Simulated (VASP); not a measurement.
Wanted: the native input for a VASP 6.6.1 run.

- Task: single point
- Functional: PBE
- Dispersion: D3(BJ)
- Potentials or basis: VASP PAW PBE potentials, release 64 (Ta_pv, N)
- Cutoff: 520 eV
- k mesh: 6 × 6 × 2
- Occupations: gaussian, width 0.1 eV
- Spin: no spin polarisation
- Dipole correction: no
- Further INCAR settings: ALGO = Normal; EDIFF = 1e-06; NBANDS = 36

The structure of Ta3N4 lies in POSCAR:

```
Ta3N4
1.0
    3.1092417368      0.0000000000      0.0000000000
   -1.5546208684      2.6926823306      0.0000000000
    0.0000000000      0.0000000000      9.9764123422
Ta N
3 4
Direct
    0.0000000000      0.0000000000      0.0000000000
    0.0000000000      0.0000000000      0.2819574443
    0.0000000000      0.0000000000      0.7180425557
    0.3333333333      0.6666666667      0.8639921577
    0.6666666667      0.3333333333      0.1360078423
    0.3333333333      0.6666666667      0.3664533820
    0.6666666667      0.3333333333      0.6335466180
```

The input as run:

INCAR

```
SYSTEM = Ta3N4
ALGO = Normal ; EDIFF = 1E-6
ENCUT = 520 ; GGA = PE
ISIF = 2 ; ISMEAR = 0
IVDW = 12 ; LASPH = .True.
LCHARG = .False. ; LREAL = .False.
LWAVE = .False. ; NBANDS = 36
NELM = 80 ; PREC = Accurate
SIGMA = 0.1
```

KPOINTS

```
k-points
0
Gamma
  6 6 2
  0 0 0
```

Potentials or basis: VASP PAW PBE potentials, release 64 (Ta_pv, N).

Launch:

```sh
$ cat potpaw_PBE.64/Ta_pv/POTCAR potpaw_PBE.64/N/POTCAR > POTCAR
$ mpirun -np 1 vasp_std > vasp.out
```

It gave:

- Pressure: 0.8 GPa
- Largest force: 0.089 eV/Å
- Band gap on the k mesh: zero (an odd number of electrons rules out a gap without spin polarisation)
- Dispersion energy per atom: -0.358 eV

Caveat: the k points lie up to 0.39 Å⁻¹ apart, too coarse for converged energies and pressures of a metal; spin-orbit coupling is left out, which moves the levels of the heavy elements.

It took 77 s on 1 thread of Intel Xeon 8259CL (shared host), peak memory 0.22 GiB.
